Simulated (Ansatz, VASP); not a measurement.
## One calculation of Al, two programs

```
CELL_PARAMETERS angstrom
2.85580 0.00000 0.00000
-1.42790 2.47320 0.00000
0.00000 0.00000 14.15054
ATOMIC_POSITIONS crystal
Al 0.00000 0.00000 0.00000
Al 0.66667 0.33333 0.83334
Al 0.00000 0.00000 0.66667
Al 0.66667 0.33333 0.50000
Al 0.00000 0.00000 0.33333
Al 0.66667 0.33333 0.16666
```

Alike in both runs: functional PBE; k mesh 18 × 18 × 4; occupations fermi-dirac, width 0.15 eV; no spin polarisation.

Ansatz relaxed the structure, and its values are those at the end. VASP's run is a single point on that final structure, the one shown.

|  | VASP | Ansatz |
| --- | --- | --- |
| version | VASP 6.6.1 | Ansatz 0.2.0 |
| potentials or method | VASP PAW PBE potentials, release 64 (Al), cutoff 520 eV | scalar-relativistic, plane waves, PAW |
| valence electrons in the cell | 18 | 18 |

```tsv
	VASP	Ansatz	Ansatz less VASP
gap on the k mesh at the Fermi level (eV)	none	none	-
pressure (GPa)	0.0	0.0	+0.03
```

A gap of «none» marks a metal or a gap that the smearing closes.
